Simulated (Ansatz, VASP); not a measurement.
C in VASP and in Ansatz

INCAR

```
SYSTEM = C
PREC     = Accurate       ! precision mode
ENCUT    = 520            ! plane-wave cutoff, eV
EDIFF    = 1E-6           ! SCF threshold, eV
ISMEAR   = 0              ! smearing method
SIGMA    = 0.05           ! smearing width, eV
LREAL    = .False.        ! projectors in reciprocal space
LASPH    = .True.         ! aspherical terms in the spheres
NELM     = 60             ! most SCF steps
ALGO     = Normal         ! electronic algorithm
ISIF     = 2              ! what is computed and relaxed
LWAVE    = .False.        ! write WAVECAR
LCHARG   = .False.        ! write CHGCAR
GGA      = PE             ! functional
NBANDS   = 26             ! bands
```

KPOINTS

```
regular mesh
0
Gamma
  12 12 4
  0 0 0
```

Contents of POSCAR:

```
C
1.0
    2.5220988435      0.0000000000      0.0000000000
   -1.2610494217      2.1842016693      0.0000000000
    0.0000000000      0.0000000000      8.2371000000
C
8
Direct
    0.0000000000      0.0000000000      0.0937500000
    0.0000000000      0.0000000000      0.5937500000
    0.0000000000      0.0000000000      0.4062500000
    0.0000000000      0.0000000000      0.9062500000
    0.2901683835      0.5803367670      0.1481565719
    0.6666666667      0.3333333333      0.6562500000
    0.3333333333      0.6666666667      0.3437500000
    0.6666666667      0.3333333333      0.8437500000
```

Input for Ansatz:

```yaml
crystal:
  lattice:
    - [2.5220988435, 0.0, 0.0]
    - [-1.2610494217, 2.1842016693, 0.0]
    - [0.0, 0.0, 8.2371]
  atoms:
    - { symbol: C, position: [0.0, 0.0, 0.09375] }
    - { symbol: C, position: [0.0, 0.0, 0.59375] }
    - { symbol: C, position: [0.0, 0.0, 0.40625] }
    - { symbol: C, position: [0.0, 0.0, 0.90625] }
    - { symbol: C, position: [0.2901683835, 0.580336767, 0.1481565719] }
    - { symbol: C, position: [0.6666666667, 0.3333333333, 0.65625] }
    - { symbol: C, position: [0.3333333333, 0.6666666667, 0.34375] }
    - { symbol: C, position: [0.6666666667, 0.3333333333, 0.84375] }
basis:
  ecutwfc: 420
kpoints:
  mp_grid: { grid: [12, 12, 4] }
hamiltonian:
  xc: pbe
scf:
  occupations: { method: gaussian, width: 0.05 }
output:
  forces: true
  stress: true
  eigenvalues: true
```

Alike in both runs: task single point; functional PBE; k mesh 12 × 12 × 4; occupations gaussian, width 0.05 eV; no spin polarisation.

|  | VASP | Ansatz |
| --- | --- | --- |
| version | VASP 6.6.1 | Ansatz 0.2.0 |
| potentials or method | VASP PAW PBE potentials, release 64 (C), cutoff 520 eV | scalar-relativistic, plane waves, PAW |
| valence electrons in the cell | 32 | 32 |

```tsv
	VASP	Ansatz	Ansatz less VASP
gap on the k mesh at the Fermi level (eV)	2.88	2.89	+0.008
least direct gap on the mesh (eV)	3.14	3.14	+0.004
pressure (GPa)	7.7	7.1	-0.63
traceless stress, the component that is largest in VASP (GPa)	-8.67	-8.58	+0.095
rms of the force components (eV/Å)	2.819	2.808	-0.0101
```

Atom by atom the forces differ by 0.011 eV/Å (rms over components). The functional is the same, so the differences come from potentials, cutoffs and numerics.
